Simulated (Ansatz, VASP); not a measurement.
This is a calculation of Te2Mo for Ansatz 0.2.0.

File input.yaml:

```yaml
crystal:
  lattice:
    - [3.5624185427, 0.0, 0.0]
    - [-1.7812092714, 3.0851449569, 0.0]
    - [0.0, 0.0, 31.56326574]
  atoms:
    - { symbol: Te, position: [0.0, 0.0, 0.05676208] }
    - { symbol: Te, position: [0.3333333333, 0.6666666667, 0.28898622] }
    - { symbol: Te, position: [0.3333333333, 0.6666666667, 0.82440425] }
    - { symbol: Te, position: [0.3333333333, 0.6666666667, 0.17559575] }
    - { symbol: Te, position: [0.3333333333, 0.6666666667, 0.71101378] }
    - { symbol: Te, position: [0.0, 0.0, 0.94323792] }
    - { symbol: Mo, position: [0.3333333333, 0.6666666667, 0.0] }
    - { symbol: Mo, position: [0.0, 0.0, 0.23230601] }
    - { symbol: Mo, position: [0.0, 0.0, 0.76769399] }
hamiltonian:
  xc: pbe
  pseudopotentials: { kind: paw }
kpoints:
  mp_grid: { grid: [9, 9, 1] }
scf:
  occupations: { method: gaussian, width: 0.014 }
output:
  forces: true
  stress: true
  eigenvalues: true
```

Potentials or basis: Ansatz PAW.

The run is started by

```sh
$ ansatz run input.yaml --threads 4 --pin off --max-ram 11264MiB --backend cpu --events-out ev --progress --plain --runs-dir out
```

Question: Translate it to VASP 6.6.1. Potentials there: VASP PAW PBE potentials, release 64 (Te, Mo_sv).

Answer: As run (the cutoff follows the program's own potentials):

The input INCAR:

```
SYSTEM = Te2Mo
ALGO     = Normal         ! electronic algorithm
EDIFF    = 1E-6           ! SCF threshold, eV
ENCUT    = 520            ! plane-wave cutoff, eV
GGA      = PE             ! functional
ISIF     = 2              ! what is computed and relaxed
ISMEAR   = 0              ! smearing method
LASPH    = .True.         ! aspherical terms in the spheres
LCHARG   = .False.        ! write CHGCAR
LREAL    = .False.        ! projectors in reciprocal space
LWAVE    = .False.        ! write WAVECAR
NBANDS   = 49             ! bands
NELM     = 60             ! most SCF steps
PREC     = Accurate       ! precision mode
SIGMA    = 0.014          ! smearing width, eV
```

KPOINTS

```
k-points
0
Gamma
  9 9 1
  0 0 0
```

File POSCAR:

```
Te2Mo
1.0
    3.5624185427      0.0000000000      0.0000000000
   -1.7812092714      3.0851449569      0.0000000000
    0.0000000000      0.0000000000     31.5632657400
Te Mo
6 3
Direct
    0.0000000000      0.0000000000      0.0567620800
    0.3333333333      0.6666666667      0.2889862200
    0.3333333333      0.6666666667      0.8244042500
    0.3333333333      0.6666666667      0.1755957500
    0.3333333333      0.6666666667      0.7110137800
    0.0000000000      0.0000000000      0.9432379200
    0.3333333333      0.6666666667      0.0000000000
    0.0000000000      0.0000000000      0.2323060100
    0.0000000000      0.0000000000      0.7676939900
```

Potentials or basis: VASP PAW PBE potentials, release 64 (Te, Mo_sv).

Command:

```bash
$ cat potpaw_PBE.64/Te/POTCAR potpaw_PBE.64/Mo_sv/POTCAR > POTCAR
$ mpirun -np 1 vasp_std > vasp.out
```

Both were run:

|  | VASP | Ansatz | Ansatz less VASP |
| --- | --- | --- | --- |
| gap on the k mesh at the Fermi level (eV) | 1.00 | 1.00 | +0.001 |
| least direct gap on the mesh (eV) | 1.00 | 1.00 | +0.001 |
| rms of the force components (eV/Å) | 0.101 | 0.094 | -0.0063 |

Atom by atom the forces differ by 0.006 eV/Å (rms over components). VASP's potentials hold 78 valence electrons a cell and Ansatz's 138, so a difference there can come from the potentials and not from the codes.

Neither program's run includes spin-orbit coupling. Noted on Ansatz's run: odd divisions of the mesh miss points on the zone boundary, where band edges often lie, so the gap on the mesh can be too wide.
